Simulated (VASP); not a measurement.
# Co (Im-3m) in VASP: notebook

Co is run at these levels: BLYP; tasks: single point.

Everything below comes from runs of VASP 6.6.1. Logs are shortened: lines on timing, memory, paths and dates and some standing lists are left out, and cuts for length are marked.

## (1) The cell of the first run

It takes space group Im-3m (No. 229, cubic). Conventional cell: a = 2.891 Å, b = 2.891 Å, c = 2.891 Å, α = 90.00°, β = 90.00°, γ = 90.00°. Within 3.3 Å of Co (site symmetry m-3m) lie 14 Co at 2.50 to 2.89 Å.

## (2) Single point, BLYP, collinear spin, ferromagnetic start (volume scaled by 1.04)

INCAR

```
SYSTEM = Co
PREC = Accurate ; ENCUT = 520
EDIFF = 1E-6 ; ISMEAR = -1
SIGMA = 0.05 ; LREAL = .FALSE.
LASPH = .TRUE. ; NELM = 150
ALGO = Normal ; ISIF = 2
LWAVE = .FALSE. ; LCHARG = .FALSE.
ISPIN = 2 ; MAGMOM = 1.816
LORBIT = 11 ; LMAXMIX = 4
GGA = B5 ; ALDAX = 1.0
AGGAX = 1.0 ; AGGAC = 1.0
ALDAC = 0.0 ; NBANDS = 14
```

KPOINTS

```
regular mesh
0
G
  17 17 17
  0 0 0
```

POSCAR

```
Co
1.0
   -1.4455873835      1.4455873835      1.4455873835
    1.4455873835     -1.4455873835      1.4455873835
    1.4455873835      1.4455873835     -1.4455873835
Co
1
Direct
    0.0000000000      0.0000000000      0.0000000000
```

Potentials or basis: VASP PAW PBE potentials, release 64 (Co).

Command:

```sh
cat potpaw_PBE.64/Co/POTCAR > POTCAR
mpirun -np 1 vasp_std > vasp.out
```

OUTCAR:

```text
SYSTEM = Co
   PREC = Accurate
   ENCUT = 520
   EDIFF = 1E-6
   ISMEAR = -1
   LREAL = .FALSE.
   LASPH = .TRUE.
   NELM = 150
   ISIF = 2
   ISPIN = 2
   LORBIT = 11
   GGA = B5

 ion  position               nearest neighbor table
   1  0.000  0.000  0.000-

  LATTYP: Found a body centered cubic cell.
 ALAT       =     2.8911747670

  Lattice vectors:

 A1 = (  -1.4455873835,   1.4455873835,   1.4455873835)
 A2 = (   1.4455873835,  -1.4455873835,   1.4455873835)
 A3 = (   1.4455873835,   1.4455873835,  -1.4455873835)

Analysis of symmetry for initial positions (statically):
=====================================================================
 Subroutine PRICEL returns:
 Original cell was already a primitive cell.

 Routine SETGRP: Setting up the symmetry group for a
 body centered cubic supercell.

 Subroutine GETGRP returns: Found 48 space group operations
 (whereof 48 operations were pure point group operations)
 out of a pool of 48 trial point group operations.

The static configuration has the point symmetry O_h .

Analysis of symmetry for dynamics (positions and initial velocities):
=====================================================================
 Subroutine PRICEL returns:
 Original cell was already a primitive cell.

 Routine SETGRP: Setting up the symmetry group for a
 body centered cubic supercell.

 Subroutine GETGRP returns: Found 48 space group operations
 (whereof 48 operations were pure point group operations)
 out of a pool of 48 trial point group operations.

The dynamic configuration has the point symmetry O_h .

Analysis of structural, dynamic, and magnetic symmetry:
=====================================================================
 Subroutine PRICEL returns:
 Original cell was already a primitive cell.

 Routine SETGRP: Setting up the symmetry group for a
 body centered cubic supercell.

 Subroutine GETGRP returns: Found 48 space group operations
 (whereof 48 operations were pure point group operations)
 out of a pool of 48 trial point group operations.

The overall configuration has the point symmetry O_h .

 Subroutine INISYM returns: Found 48 space group operations
 (whereof 48 operations are pure point group operations),
 and found     1 'primitive' translations

----------------------------------------------------------------------------------------

                                     Primitive cell

  volume of cell :      12.0835

  direct lattice vectors                    reciprocal lattice vectors
    -1.445587383  1.445587383  1.445587383     0.000000000  0.345880163  0.345880163
     1.445587383 -1.445587383  1.445587383     0.345880163  0.000000000  0.345880163
     1.445587383  1.445587383 -1.445587383     0.345880163  0.345880163  0.000000000

  length of vectors
     2.503830795  2.503830795  2.503830795     0.489148418  0.489148418  0.489148418

  position of ions in fractional coordinates (direct lattice)
     0.000000000  0.000000000  0.000000000

  ion indices of the primitive-cell ions
   primitive index   ion index
                 1           1

----------------------------------------------------------------------------------------

 KPOINTS: regular mesh

Automatic generation of k-mesh.
 Grid dimensions read from file:
 generate k-points for:   17   17   17

 Generating k-lattice:

  Cartesian coordinates                     Fractional coordinates (reciprocal lattice)
     0.000000000  0.020345892  0.020345892     0.058823529  0.000000000  0.000000000
     0.020345892  0.000000000  0.020345892     0.000000000  0.058823529  0.000000000
     0.020345892  0.020345892  0.000000000     0.000000000  0.000000000  0.058823529

  Length of vectors
     0.028773436  0.028773436  0.028773436

  Shift w.r.t. Gamma in fractional coordinates (k-lattice)
     0.000000000  0.000000000  0.000000000

 Subroutine IBZKPT returns following result:
 ===========================================

 Found    165 irreducible k-points:

 Following reciprocal coordinates:
            Coordinates               Weight
  0.000000  0.000000  0.000000      1.000000
  0.058824  0.000000  0.000000     12.000000
  0.117647  0.000000  0.000000     12.000000
  0.176471  0.000000  0.000000     12.000000
  0.235294  0.000000  0.000000     12.000000
  0.294118  0.000000  0.000000     12.000000
[... 16 lines left out ...]
  0.411765  0.117647  0.000000     48.000000
  0.176471  0.176471  0.000000     24.000000
 [... further k-points ...]
   k-points           NKPTS =    165   k-points in BZ     NKDIM =    165   number of bands    NBANDS=     14
   number of dos      NEDOS =    301   number of ions     NIONS =      1
   total plane-waves  NPLWV =   8000
   dimension x,y,z NGX =    20 NGY =   20 NGZ =   20
   dimension x,y,z NGXF=    40 NGYF=   40 NGZF=   40
   ions per type =               1
   NGX,Y,Z   is equivalent  to a cutoff of  13.28, 13.28, 13.28 a.u.
   NGXF,Y,Z  is equivalent  to a cutoff of  26.56, 26.56, 26.56 a.u.
 SYSTEM =  Co
   PREC   = accura    normal or accurate (medium, high low for compatibility)
   ISTART =      0    job   : 0-new  1-cont  2-samecut
   ICHARG =      2    charge: 1-file 2-atom 10-const
   ISPIN  =      2    spin polarized calculation?
   LNONCOLLINEAR =      F non collinear calculations
   LSORBIT =      F    spin-orbit coupling
   LASPH  =      T    aspherical Exc in radial PAW
   ENCUT  =  520.0 eV  38.22 Ry    6.18 a.u.   4.66  4.66  4.66*2*pi/ulx,y,z
   NELM   =    150;   NELMIN=  2; NELMDL= -5     # of ELM steps
   EDIFF  = 0.1E-05   stopping-criterion for ELM
   LREAL  =      F    real-space projection
   EDIFFG = 0.1E-04   stopping-criterion for IOM
   NSW    =      0    number of steps for IOM
   IBRION =     -1    ionic relax: 0-MD 1-quasi-New 2-CG
   NFREE  =      0    steps in history (QN), initial steepest desc. (CG)
   ISIF   =      2    stress and relaxation
   ISYM   =      2    0-nonsym 1-usesym 2-fastsym
   POTIM  = 0.5000    time-step for ionic-motion
   TEBEG  =    0.0;   TEEND  =   0.0 temperature during run
   PSTRESS=    0.0 pullay stress
   NELECT =       9.0000    total number of electrons
   NUPDOWN=      -1.0000    fix difference up-down
   EMIN   =  10.00;   EMAX   =-10.00  energy-range for DOS
   EFERMI =   0.00;   METHOD = LEGACY
   ISMEAR =    -1;   SIGMA  =   0.05  broadening in eV -4-tet -1-fermi 0-gaus
   EFERMI_NEDOS =   21; number of points for ismear=-14 and -15
   IALGO  =     38    algorithm
   IMIX   =      4    mixing-type and parameters
     AMIX     =   0.40;   BMIX     =  1.00
     AMIX_MAG =   1.60;   BMIX_MAG =  1.00
  volume/ion in A,a.u.               =      12.08        81.54
  Fermi-wavevector in a.u.,A,eV,Ry     =   1.483968  2.804294 29.962236  2.202162
  Thomas-Fermi vector in A             =   2.597564
   LORBIT       =     11    0 simple, 1 ext, 2 COOP (PROOUT), +10 PAW based schemes
   GGA     = B5    functional components
   LHFCALC =     F    Hartree Fock is set to
   AEXX    =    0.0000 exact exchange contribution
   IVDW    =     0    specifies the selected vdW correction
   LEPSILON=     F    determine dielectric tensor
   LRPA    =     F    only Hartree local field effects (RPA)
 spin polarized calculation
  energy-cutoff  :      520.00
  volume of cell :       12.08
 maximum number of plane-waves:       337
   NGX =  9   NGY =  9   NGZ =  9

 number of electron       9.0000002 magnetization       1.7399766

 Free energy of the ion-electron system (eV)
  ---------------------------------------------------
  ext. energy  EPLUGINS =         0.00000000
  ---------------------------------------------------
  free energy    TOTEN  =        -5.97478864 eV

  energy without entropy =       -5.96147595  energy(sigma->0) =       -5.96813230

 E-fermi :   9.5921     XC(G=0): -12.2043

 val. band max:        9.5902752505   @ k =  -0.2941  -0.4706   0.0588
 cond. band min:       9.5936678413   @ k =  -0.4706  -0.4706   0.3529
 fundamental gap:      0.0033925908
 Fermi energy:         9.5920858454

 spin component 1

 k-point     1 :       0.0000    0.0000    0.0000
  band No.  band energies     occupation
      1       1.1100      1.00000
      2       6.7448      1.00000
      3       6.7448      1.00000
      4       6.7448      1.00000
      5       7.6722      1.00000
      6       7.6722      1.00000
      7      34.2047      0.00000
      8      34.2047      0.00000
      9      34.2047      0.00000
     10      38.7845      0.00000
     11      38.7845      0.00000
     12      39.0833      0.00000
     13      39.0833      0.00000
     14      39.0833      0.00000

 k-point     2 :       0.0588    0.0000    0.0000
  band No.  band energies     occupation
      1       1.2446      1.00000
      2       6.7149      1.00000
      3       6.7440      1.00000
      4       6.8066      1.00000
      5       7.6430      1.00000
      6       7.6744      1.00000
      7      33.0864      0.00000
      8      33.9482      0.00000
      9      34.0195      0.00000
     10      37.4342      0.00000
     11      37.4642      0.00000
     12      37.4738      0.00000
     13      39.4854      0.00000
     14      40.6462      0.00000
[... 343 lines left out ...]
      1       4.8653      1.00000
      2       5.9534      1.00000
      3       7.3683      1.00000
      4       7.7050      1.00000
      5       8.3052      1.00000
      6      10.9078      0.00000
      7      15.6066      0.00000
      8      24.2090      0.00000
      9      27.4968      0.00000
     10      33.3859      0.00000
     11      37.7394      0.00000
     12      40.9946      0.00000
     13      44.5500      0.00000
     14      46.3283      0.00000

 k-point    24 :       0.1765    0.1765    0.0000
  band No.  band energies     occupation
      1       4.1600      1.00000
      2       6.2465      1.00000
      3       6.3719      1.00000
      4       7.4842      1.00000
      5       7.8386      1.00000
      6       8.4580      1.00000
      7      23.7119      0.00000
      8      24.2633      0.00000
      9      29.5197      0.00000
     10      34.3826      0.00000
     11      37.2501      0.00000
     12      40.5105      0.00000
     13      43.1073      0.00000
     14      45.2055      0.00000

 [... further k-points ...]

 spin component 2

 k-point     1 :       0.0000    0.0000    0.0000
  band No.  band energies     occupation
      1       1.1612      1.00000
      2       8.2237      1.00000
      3       8.2237      1.00000
      4       8.2237      1.00000
      5       9.9276      0.00122
      6       9.9277      0.00122
      7      33.9798      0.00000
      8      33.9798      0.00000
      9      33.9798      0.00000
     10      38.9126      0.00000
     11      38.9126      0.00000
     12      39.8126      0.00000
     13      39.8126      0.00000
     14      39.8126      0.00000

 k-point     2 :       0.0588    0.0000    0.0000
  band No.  band energies     occupation
      1       1.2962      1.00000
      2       8.1885      1.00000
      3       8.2198      1.00000
      4       8.2909      1.00000
      5       9.8901      0.00257
      6       9.9302      0.00115
      7      32.9983      0.00000
      8      33.7680      0.00000
      9      33.8424      0.00000
     10      37.8130      0.00000
     11      37.9860      0.00000
     12      38.0037      0.00000
     13      39.6252      0.00000
     14      40.9581      0.00000
[... 343 lines left out ...]
      1       5.9174      1.00000
      2       7.2850      1.00000
      3       8.6859      1.00000
      4       9.7443      0.04542
      5      10.1954      0.00001
      6      11.7663      0.00000
      7      16.4819      0.00000
      8      24.5154      0.00000
      9      27.7303      0.00000
     10      33.5940      0.00000
     11      38.1134      0.00000
     12      41.0157      0.00000
     13      46.1000      0.00000
     14      48.8333      0.00000

 k-point    24 :       0.1765    0.1765    0.0000
  band No.  band energies     occupation
      1       4.3700      1.00000
      2       7.6890      1.00000
      3       7.7101      1.00000
      4       9.5441      0.72295
      5       9.8895      0.00260
      6      10.1753      0.00001
      7      24.1199      0.00000
      8      24.6511      0.00000
      9      29.8419      0.00000
     10      34.4199      0.00000
     11      37.5273      0.00000
     12      40.7173      0.00000
     13      43.6200      0.00000
     14      46.4682      0.00000

 [... further k-points ...]

------------------------ aborting loop because EDIFF is reached ----------------------------------------

  FORCE on cell =-STRESS in cart. coord.  units (eV):
  Direction    XX          YY          ZZ          XY          YZ          ZX
  --------------------------------------------------------------------------------------
  -------------------------------------------------------------------------------------
  Total       -0.5129515     -0.5129515     -0.5129515     -0.0000000      0.0000000      0.0000000
  in kB      -68.0133034    -68.0133034    -68.0133034     -0.0000000      0.0000000      0.0000000
  external PRESSURE =     -68.0133034 kB  Pullay stress =       0.0000000 kB

 VOLUME and BASIS-vectors are now :
 -----------------------------------------------------------------------------
  energy-cutoff  :      520.00
  volume of cell :       12.08
      direct lattice vectors                 reciprocal lattice vectors
    -1.445587383  1.445587383  1.445587383     0.000000000  0.345880163  0.345880163
     1.445587383 -1.445587383  1.445587383     0.345880163  0.000000000  0.345880163
     1.445587383  1.445587383 -1.445587383     0.345880163  0.345880163  0.000000000

 POSITION                                       TOTAL-FORCE (eV/Angst)
 -----------------------------------------------------------------------------------
      0.00000      0.00000      0.00000         0.000000     -0.000000     -0.000000
 -----------------------------------------------------------------------------------
    total drift:                                0.000000     -0.000000      0.000000

  FREE ENERGIE OF THE ION-ELECTRON SYSTEM (eV)
  ---------------------------------------------------
  free  energy   TOTEN  =        -5.9747886363 eV

  energy  without entropy=       -5.9614759539  energy(sigma->0) =       -5.96813230

 total charge

# of ion       s       p       d       tot
------------------------------------------
    1        0.446   0.428   7.239   8.113

 magnetization (x)

# of ion       s       p       d       tot
------------------------------------------
    1       -0.004  -0.044   1.819   1.771
```

It took 53 s on 1 thread of Intel Xeon Platinum 8488C (Sapphire Rapids), shared host; peak memory 0.16 GiB.

Results:

```
Free energy                                           : -5.9748 eV
Pressure                                              : -6.8 GPa
Net moment                                            : 1.74 μB per cell
Site moments                                          : Co +1.77 μB
Valence electrons inside the program's atomic spheres : Co 8.11
```

Levels at points of the mesh, in eV from the Fermi level:
Spin up:
| k point | band 2 | band 3 | band 4 | band 5 | band 6 | band 7 | band 8 | band 9 |
| --- | --- | --- | --- | --- | --- | --- | --- | --- |
| (0.00, 0.00, 0.00) | -2.85 | -2.85 | -2.85 | -1.92 | -1.92 | 24.61 | 24.61 | 24.61 |
Spin down:
```csv
k point,band 1,band 2,band 3,band 4,band 5,band 6,band 7,band 8
"(0.00, 0.00, 0.00)",-8.43,-1.37,-1.37,-1.37,0.34,0.34,24.39,24.39
```

Caveat: the PAW data sets were made with another functional, which shifts forces and pressure a little.

## (3) Single point, BLYP, collinear spin, ferromagnetic start (volume scaled by 1.08)

INCAR

```
SYSTEM = Co
  PREC = Accurate
  ENCUT = 520
  EDIFF = 1E-7
  ISMEAR = -1
  SIGMA = 0.05
  LREAL = .FALSE.
  LASPH = .TRUE.
  NELM = 150
  ALGO = Normal
  ISIF = 2
  LWAVE = .FALSE.
  LCHARG = .FALSE.
  ISPIN = 2
  MAGMOM = 1.816
  LORBIT = 11
  LMAXMIX = 4
  GGA = B5
  ALDAX = 1.0
  AGGAX = 1.0
  AGGAC = 1.0
  ALDAC = 0.0
  NBANDS = 14
```

KPOINTS

```
Automatic mesh
0
G
  17 17 17
  0 0 0
```

POSCAR

```
Co
1.0
   -1.4638879007      1.4638879007      1.4638879007
    1.4638879007     -1.4638879007      1.4638879007
    1.4638879007      1.4638879007     -1.4638879007
Co
1
Direct
    0.0000000000      0.0000000000      0.0000000000
```

Potentials or basis: VASP PAW PBE potentials, release 64 (Co).

Command:

```sh
cat potpaw_PBE.64/Co/POTCAR > POTCAR
mpirun -np 1 vasp_std > vasp.out
```

Wall time 52 s (1 thread of Intel Xeon Platinum 8488C (Sapphire Rapids), shared host); peak memory 0.17 GiB.

Results (log left out):

- Free energy: -5.9475 eV
- Pressure: -11.9 GPa
- Net moment: 1.75 μB per cell
- Site moments: Co +1.78 μB
- Valence electrons inside the program's atomic spheres: Co 8.06

Levels at points of the mesh, in eV from the Fermi level:
Spin up:
| k point | band 1 | band 2 | band 3 | band 4 | band 5 | band 6 | band 7 | band 8 | band 9 | band 10 |
| --- | --- | --- | --- | --- | --- | --- | --- | --- | --- | --- |
| (0.00, 0.00, 0.00) | -8.27 | -2.79 | -2.79 | -2.79 | -1.94 | -1.94 | 24.24 | 24.24 | 24.24 | 28.53 |
Spin down:
```
           k point  band 2  band 3  band 4  band 5  band 6  band 7
(0.00, 0.00, 0.00)   -1.31   -1.31   -1.31    0.33    0.33   24.00
```

Caveat: the PAW data sets were made with another functional, which shifts forces and pressure a little.
